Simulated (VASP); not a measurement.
# CdH2O2 (P-3m1) in VASP: further runs

Runs on CdH2O2. Level: PBEsol. Tasks: single point.

All numbers are computed with VASP 6.6.1; they aren't measurements. Logs are shortened: lines on timing, memory, paths and dates and some standing lists are left out, and cuts for length are marked.

**1. The cell of the first run**

The structure is trigonal, space group P-3m1 (No. 164). The conventional cell has a = 3.444 Å, b = 3.444 Å, c = 4.548 Å, α = 90.00°, β = 90.00°, γ = 120.00°. Within 3.0 Å of Cd (site symmetry -3m) lie 6 O at 2.27 Å and 6 H at 2.85 Å. Within 1.3 Å of H (site symmetry 3m) lie 1 O at 0.95 Å. Within 1.3 Å of O (site symmetry 3m) lie 1 H at 0.95 Å.

**2. Single point, PBEsol**

INCAR

```
SYSTEM = CdH2O2
PREC = Accurate ; ENCUT = 520
EDIFF = 1E-6 ; ISMEAR = 0
SIGMA = 0.01 ; LREAL = .False.
LASPH = .True. ; NELM = 60
ALGO = Normal ; ISIF = 2
LWAVE = .False. ; LCHARG = .False.
GGA = PS ; NBANDS = 21
```

KPOINTS

```
Automatic mesh
0
Gamma
  6 6 4
  0 0 0
```

POSCAR

```
CdH2O2
1.0
    3.4437603952      0.0000000000      0.0000000000
   -1.7218801976      2.9823839878      0.0000000000
    0.0000000000      0.0000000000      4.5481980155
Cd H O
1 2 2
Direct
    0.0000000000      0.0000000000      0.0000000000
    0.6666666667      0.3333333333      0.5509607200
    0.3333333333      0.6666666667      0.4490392800
    0.6666666667      0.3333333333      0.7593720000
    0.3333333333      0.6666666667      0.2406280000
```

Potentials or basis: VASP PAW PBE potentials, release 64 (Cd, H, O).

On the command line:

```
$ cat potpaw_PBE.64/Cd/POTCAR potpaw_PBE.64/H/POTCAR potpaw_PBE.64/O/POTCAR > POTCAR
$ mpirun -np 1 vasp_std > vasp.out
```

OUTCAR:

```text
SYSTEM = CdH2O2
   PREC = Accurate
   ENCUT = 520
   EDIFF = 1E-6
   ISMEAR = 0
   LREAL = .False.
   LASPH = .True.
   NELM = 60
   ISIF = 2
   GGA = PS

 ion  position               nearest neighbor table
   1  0.000  0.000  0.000-   4 2.27   5 2.27   4 2.27   5 2.27   4 2.27   5 2.27
   2  0.667  0.333  0.551-   4 0.95
   3  0.333  0.667  0.449-   5 0.95
   4  0.667  0.333  0.759-   2 0.95   1 2.27   1 2.27   1 2.27
   5  0.333  0.667  0.241-   3 0.95   1 2.27   1 2.27   1 2.27

  LATTYP: Found a hexagonal cell.
 ALAT       =     3.4437603952
 C/A-ratio  =     1.3207068708

  Lattice vectors:

 A1 = (   3.4437603952,   0.0000000000,   0.0000000000)
 A2 = (  -1.7218801976,   2.9823839878,   0.0000000000)
 A3 = (   0.0000000000,   0.0000000000,   4.5481980155)

Analysis of symmetry for initial positions (statically):
=====================================================================
 Subroutine PRICEL returns:
 Original cell was already a primitive cell.

 Routine SETGRP: Setting up the symmetry group for a
 hexagonal supercell.

 Subroutine GETGRP returns: Found 12 space group operations
 (whereof 12 operations were pure point group operations)
 out of a pool of 24 trial point group operations.

The static configuration has the point symmetry D_3d.

Analysis of symmetry for dynamics (positions and initial velocities):
=====================================================================
 Subroutine PRICEL returns:
 Original cell was already a primitive cell.

 Routine SETGRP: Setting up the symmetry group for a
 hexagonal supercell.

 Subroutine GETGRP returns: Found 12 space group operations
 (whereof 12 operations were pure point group operations)
 out of a pool of 24 trial point group operations.

The dynamic configuration has the point symmetry D_3d.

 Subroutine INISYM returns: Found 12 space group operations
 (whereof 12 operations are pure point group operations),
 and found     1 'primitive' translations

----------------------------------------------------------------------------------------

                                     Primitive cell

  volume of cell :      46.7128

  direct lattice vectors                    reciprocal lattice vectors
[... 89 lines left out ...]
   LASPH  =      T    aspherical Exc in radial PAW
   ENCUT  =  520.0 eV  38.22 Ry    6.18 a.u.   6.40  6.40  8.46*2*pi/ulx,y,z
   NELM   =     60;   NELMIN=  2; NELMDL= -5     # of ELM steps
   EDIFF  = 0.1E-05   stopping-criterion for ELM
   LREAL  =      F    real-space projection
   EDIFFG = 0.1E-04   stopping-criterion for IOM
   NSW    =      0    number of steps for IOM
   IBRION =     -1    ionic relax: 0-MD 1-quasi-New 2-CG
   NFREE  =      0    steps in history (QN), initial steepest desc. (CG)
   ISIF   =      2    stress and relaxation
   ISYM   =      2    0-nonsym 1-usesym 2-fastsym
   POTIM  = 0.5000    time-step for ionic-motion
   TEBEG  =    0.0;   TEEND  =   0.0 temperature during run
   PSTRESS=    0.0 pullay stress
   NELECT =      26.0000    total number of electrons
   NUPDOWN=      -1.0000    fix difference up-down
   EMIN   =  10.00;   EMAX   =-10.00  energy-range for DOS
   EFERMI =   0.00;   METHOD = LEGACY
   ISMEAR =     0;   SIGMA  =   0.01  broadening in eV -4-tet -1-fermi 0-gaus
   EFERMI_NEDOS =   21; number of points for ismear=-14 and -15
   IALGO  =     38    algorithm
   IMIX   =      4    mixing-type and parameters
     AMIX     =   0.40;   BMIX     =  1.00
     AMIX_MAG =   1.60;   BMIX_MAG =  1.00
  volume/ion in A,a.u.               =       9.34        63.05
  Fermi-wavevector in a.u.,A,eV,Ry     =   1.346648  2.544795 24.673622  1.813460
  Thomas-Fermi vector in A             =   2.474463
   LORBIT       =      0    0 simple, 1 ext, 2 COOP (PROOUT), +10 PAW based schemes
   GGA     = PS    functional components
   LHFCALC =     F    Hartree Fock is set to
   AEXX    =    0.0000 exact exchange contribution
   IVDW    =     0    specifies the selected vdW correction
   LEPSILON=     F    determine dielectric tensor
   LRPA    =     F    only Hartree local field effects (RPA)
 non-spin polarized calculation
 Gauss-broadening in eV      SIGMA  =   0.01
  energy-cutoff  :      520.00
  volume of cell :       46.71
 maximum number of plane-waves:      1275
 NGX is ok and might be reduce to    28
   NGX = 13   NGY = 13   NGZ = 17

 number of electron      26.0000003 magnetization

 Free energy of the ion-electron system (eV)
  ---------------------------------------------------
  ext. energy  EPLUGINS =         0.00000000
  ---------------------------------------------------
  free energy    TOTEN  =       -23.38673454 eV

  energy without entropy =      -23.38673454  energy(sigma->0) =      -23.38673454

 E-fermi :   0.4890     XC(G=0): -10.5294

 val. band max:        0.3741787001   @ k =   0.5000   0.0000   0.0000
 cond. band min:       2.1400137552   @ k =   0.0000   0.0000   0.0000
 fundamental gap:      1.7658350552
 Fermi energy:         0.4889888054

 k-point     1 :       0.0000    0.0000    0.0000
  band No.  band energies     occupation
      1     -18.6046      2.00000
      2     -17.4250      2.00000
      3      -7.6902      2.00000
      4      -6.1965      2.00000
      5      -6.1965      2.00000
      6      -5.2725      2.00000
[... 565 lines left out ...]
     20      17.2421      0.00000
     21      17.7733      0.00000

------------------------ aborting loop because EDIFF is reached ----------------------------------------

  FORCE on cell =-STRESS in cart. coord.  units (eV):
  Direction    XX          YY          ZZ          XY          YZ          ZX
  --------------------------------------------------------------------------------------
  -------------------------------------------------------------------------------------
  Total        1.6663695      1.6663695      4.1177622      0.0000000     -0.0000000      0.0000000
  in kB       57.1539238     57.1539238    141.2329376      0.0000000     -0.0000000      0.0000000
  external PRESSURE =      85.1802617 kB  Pullay stress =       0.0000000 kB

 VOLUME and BASIS-vectors are now :
 -----------------------------------------------------------------------------
  energy-cutoff  :      520.00
  volume of cell :       46.71
      direct lattice vectors                 reciprocal lattice vectors
     3.443760395  0.000000000  0.000000000     0.290380249  0.167651115  0.000000000
    -1.721880198  2.982383988  0.000000000     0.000000000  0.335302229  0.000000000
     0.000000000  0.000000000  4.548198015     0.000000000  0.000000000  0.219867296

 POSITION                                       TOTAL-FORCE (eV/Angst)
 -----------------------------------------------------------------------------------
      0.00000      0.00000      0.00000        -0.000000      0.000000      0.000000
      1.72188      0.99413      2.50588        -0.000000      0.000000     -1.679491
     -0.00000      1.98826      2.04232        -0.000000     -0.000000      1.679491
      1.72188      0.99413      3.45377         0.000000      0.000000      1.315307
     -0.00000      1.98826      1.09442        -0.000000     -0.000000     -1.315307
 -----------------------------------------------------------------------------------
    total drift:                                0.000000     -0.000000      0.000000

  FREE ENERGIE OF THE ION-ELECTRON SYSTEM (eV)
  ---------------------------------------------------
  free  energy   TOTEN  =       -23.3867345412 eV

  energy  without entropy=      -23.3867345412  energy(sigma->0) =      -23.38673454
```

OSZICAR:

```text
N       E                     dE             d eps       ncg     rms          rms(c)
DAV:   1     0.180087964219E+03    0.18009E+03   -0.14543E+04  1016   0.122E+03
DAV:   2    -0.170380477287E+02   -0.19713E+03   -0.18868E+03  1146   0.312E+02
DAV:   3    -0.265618583850E+02   -0.95238E+01   -0.94869E+01  1171   0.752E+01
DAV:   4    -0.266105559038E+02   -0.48698E-01   -0.48694E-01  1053   0.572E+00
DAV:   5    -0.266107512405E+02   -0.19534E-03   -0.19534E-03  1143   0.329E-01    0.135E+01
DAV:   6    -0.233728167707E+02    0.32379E+01   -0.80951E+00  1244   0.401E+01    0.960E+00
DAV:   7    -0.234248490586E+02   -0.52032E-01   -0.13018E+00  1038   0.950E+00    0.565E+00
DAV:   8    -0.233999182221E+02    0.24931E-01   -0.21278E-01  1078   0.363E+00    0.899E-01
DAV:   9    -0.233863083018E+02    0.13610E-01   -0.52736E-02  1140   0.204E+00    0.157E-01
DAV:  10    -0.233866768635E+02   -0.36856E-03   -0.67903E-03  1073   0.795E-01    0.974E-02
DAV:  11    -0.233867108698E+02   -0.34006E-04   -0.30741E-04  1043   0.219E-01    0.483E-02
DAV:  12    -0.233867293631E+02   -0.18493E-04   -0.89400E-05  1038   0.726E-02    0.242E-02
DAV:  13    -0.233867340774E+02   -0.47144E-05   -0.64146E-06  1043   0.224E-02    0.554E-03
DAV:  14    -0.233867345412E+02   -0.46374E-06   -0.78029E-07   896   0.715E-03
   1 F= -.23386735E+02 E0= -.23386735E+02  d E =-.667211E-61
```

Wall time 15 s (1 thread of Intel Xeon Platinum 8488C (Sapphire Rapids), shared host); peak memory 0.18 GiB.

What came out:

| Property | Result |
| --- | --- |
| Free energy | -23.3867 eV |
| Pressure | 8.5 GPa |
| Largest force | 1.679 eV/Å |
| Band gap on the k mesh | 1.77 eV, indirect (least direct gap 2.12 eV) |

Forces on the atoms (eV/Å):
```
Cd   0.000  0.000  0.000
H    0.000  0.000 -1.679
H    0.000  0.000  1.679
O    0.000  0.000  1.315
O    0.000  0.000 -1.315
```

Caveat: the PAW data sets were made with another functional, which shifts forces and pressure a little. A k mesh can miss the band edges.

**3. Single point, PBEsol**

This run uses another cell than the first one, of 9.54 Å³/atom, 1.021 times its volume.

INCAR

```
ALGO = Normal
EDIFF = 1E-6
ENCUT = 520
GGA = PS
ISIF = 2
ISMEAR = 0
LASPH = True
LCHARG = False
LREAL = False
LWAVE = False
NBANDS = 21
NELM = 100
PREC = Accurate
SIGMA = 0.01
```

KPOINTS

```
k-points
0
Gamma
  6 6 4
```

Changes to POSCAR since step 2:

```diff
@@ -2,5 +2,5 @@
 1.0
-    3.4437603952      0.0000000000      0.0000000000
-   -1.7218801976      2.9823839878      0.0000000000
-    0.0000000000      0.0000000000      4.5481980155
+    3.4680130281      0.0000000000      0.0000000000
+   -1.7340065140      3.0033873839      0.0000000000
+    0.0000000000      0.0000000000      4.5802286343
 Cd H O
```

Potentials or basis: VASP PAW PBE potentials, release 64 (Cd, H, O).

On the command line:

```
$ cat potpaw_PBE.64/Cd/POTCAR potpaw_PBE.64/H/POTCAR potpaw_PBE.64/O/POTCAR > POTCAR
$ mpirun -np 1 vasp_std > vasp.out
```

It took 15 s on 1 thread of Intel Xeon Platinum 8488C (Sapphire Rapids), shared host; peak memory 0.18 GiB.

Results (log left out):

| Item | Value |
| --- | --- |
| Free energy | -23.4316 eV |
| Pressure | 5.5 GPa |
| Largest force | 1.306 eV/Å |
| Band gap on the k mesh | 1.71 eV, indirect (least direct gap 2.06 eV) |

Forces in eV/Å, atoms in the order of the input:
```
Cd   0.000  0.000  0.000
H    0.000  0.000 -1.306
H    0.000  0.000  1.306
O    0.000  0.000  1.106
O    0.000  0.000 -1.106
```

Stress tensor (GPa, compression positive):
```
3.25 0.00 0.00
0.00 3.25 0.00
0.00 0.00 9.88
```

Levels at points of the mesh, in eV from the valence-band top:
| k point | band 10 | band 11 | band 12 | band 13 | band 14 | band 15 | band 16 | band 17 |
| --- | --- | --- | --- | --- | --- | --- | --- | --- |
| (0.00, 0.00, 0.00) | -1.18 | -1.18 | -0.35 | -0.35 | 1.71 | 6.10 | 10.29 | 13.03 |
| (0.50, 0.00, 0.00) | -2.92 | -2.68 | -2.41 | 0.00 | 6.51 | 6.72 | 8.90 | 10.50 |
| (0.00, 0.00, 0.50) | -1.44 | -1.44 | -0.06 | -0.06 | 4.28 | 4.52 | 11.20 | 11.45 |
| (0.50, 0.00, 0.50) | -2.59 | -2.07 | -1.92 | -0.51 | 6.17 | 6.99 | 9.25 | 9.47 |

Caveat: the PAW data sets were made with another functional, which shifts forces and pressure a little. A k mesh can miss the band edges.

**4. Single point, PBEsol**

This run uses another cell than the first one, of 9.74 Å³/atom, 1.043 times its volume.

Changes to INCAR since step 3:

```diff
@@ -11,3 +11,3 @@
 NBANDS = 21
-NELM = 100
+NELM = 60
 PREC = Accurate
```

KPOINTS is that of step 3.

Changes to POSCAR since step 3:

```diff
@@ -2,5 +2,5 @@
 1.0
-    3.4680130281      0.0000000000      0.0000000000
-   -1.7340065140      3.0033873839      0.0000000000
-    0.0000000000      0.0000000000      4.5802286343
+    3.4919311151      0.0000000000      0.0000000000
+   -1.7459655576      3.0241010549      0.0000000000
+    0.0000000000      0.0000000000      4.6118174162
 Cd H O
```

On the command line:

```
$ cat potpaw_PBE.64/Cd/POTCAR potpaw_PBE.64/H/POTCAR potpaw_PBE.64/O/POTCAR > POTCAR
$ mpirun -np 1 vasp_std > vasp.out
```

Run time: 15 s. Hardware: 1 thread of Intel Xeon Platinum 8488C (Sapphire Rapids), shared host; peak memory 0.18 GiB.

Results (log left out):

```yaml
Free_energy: -23.4585 eV
Pressure: 2.7 GPa
Largest_force: 0.954 eV/Å
Band_gap_on_the_k_mesh: 1.66 eV, indirect (least direct gap 2.01 eV)
```

Forces on the atoms (eV/Å):
```
Cd   0.000  0.000  0.000
H    0.000  0.000 -0.954
H    0.000  0.000  0.954
O    0.000  0.000  0.905
O    0.000  0.000 -0.905
```

Stress tensor (GPa, compression positive):
```
1.06 0.00 0.00
0.00 1.06 0.00
0.00 0.00 6.03
```

Levels at points of the mesh, in eV from the valence-band top:
```
           k point  band 11  band 12  band 13  band 14  band 15  band 16
(0.00, 0.00, 0.00)    -1.11    -0.35    -0.35     1.66     6.11    10.13
(0.50, 0.00, 0.00)    -2.57    -2.31     0.00     6.44     6.59     8.84
(0.00, 0.00, 0.50)    -1.37    -0.06    -0.06     4.27     4.40    11.10
(0.50, 0.00, 0.50)    -2.06    -1.84    -0.50     6.06     6.96     9.13
```

Caveat: the PAW data sets were made with another functional, which shifts forces and pressure a little.

**5. Overview**

```tsv
cell	gap on the mesh (eV)	pressure (GPa)	largest force (eV/Å)
a = 3.444, b = 3.444, c = 4.548 Å, angles 90.0, 90.0, 120.0°, 5 atoms	1.77	8.5	1.68
a = 3.468, b = 3.468, c = 4.580 Å, angles 90.0, 90.0, 120.0°, 5 atoms	1.71	5.5	1.31
a = 3.492, b = 3.492, c = 4.612 Å, angles 90.0, 90.0, 120.0°, 5 atoms	1.66	2.7	0.95
```

Alike in all rows: task single point; level PBEsol; potentials or basis VASP PAW PBE potentials, release 64 (Cd, H, O); no spin polarisation; k mesh 6 × 6 × 4; cutoff (eV) 520; smearing gaussian 0.01 eV.

Caveats: the PAW data sets were made with another functional, which shifts forces and pressure a little.

Total energies depend on the potentials used, so only differences within one code and one set of settings carry meaning.
